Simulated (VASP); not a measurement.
Set up this calculation in VASP 6.6.1, as the native input.

| Quantity | Value |
| --- | --- |
| Task | single point |
| Functional | PBE |
| Potentials or basis | VASP PAW PBE potentials, release 64 (Ta_pv, F) |
| Cutoff | 600 eV |
| k mesh | 8 × 8 × 8 |
| Occupations | fermi-dirac, width 0.05 eV |
| Spin | no spin polarisation |
| Dipole correction | no |
| Further INCAR settings | ALGO = Normal; EDIFF = 1e-06; NBANDS = 24 |

The structure of TaF3 lies in POSCAR:

```
TaF3
1.0
    3.9583137000      0.0000000000      0.0000000000
    0.0000000000      3.9583137000      0.0000000000
    0.0000000000      0.0000000000      4.6167822715
Ta F
1 3
Direct
    0.0000000000      0.0000000000      0.0000000000
    0.0000000000      0.5000000000      0.0000000000
    0.5000000000      0.0000000000      0.0000000000
    0.0000000000      0.0000000000      0.5000000000
```

These files were run (other wordings do the same):

INCAR

```
PREC     = Accurate       # precision mode
ENCUT    = 600            # plane-wave cutoff, eV
EDIFF    = 1E-6           # SCF threshold, eV
ISMEAR   = -1             # smearing method
SIGMA    = 0.05           # smearing width, eV
LREAL    = F              # projectors in reciprocal space
LASPH    = T              # aspherical terms in the spheres
NELM     = 120            # most SCF steps
ALGO     = Normal         # electronic algorithm
ISIF     = 2              # what is computed and relaxed
LWAVE    = F              # write WAVECAR
LCHARG   = F              # write CHGCAR
GGA      = PE             # functional
NBANDS   = 24             # bands
GGA_COMPAT= F
```

KPOINTS

```
Automatic mesh
0
Gamma
  8 8 8
```

Potentials or basis: VASP PAW PBE potentials, release 64 (Ta_pv, F).

The run is started by

```bash
$ cat potpaw_PBE.64/Ta_pv/POTCAR potpaw_PBE.64/F/POTCAR > POTCAR
$ mpirun -np 1 vasp_std > vasp.out
```

Results of the run:

| Quantity | Value |
| --- | --- |
| Pressure | 1.7 GPa |
| Band gap on the k mesh | zero (band 16 reaches 4.00 eV, above the bottom of band 17 at 2.00 eV) |

Caveat: spin-orbit coupling is left out, which moves the levels of the heavy elements.

Wall time 97 s on 1 thread of Intel Xeon 6975P-C, with other jobs on the host, peak memory 0.29 GiB.
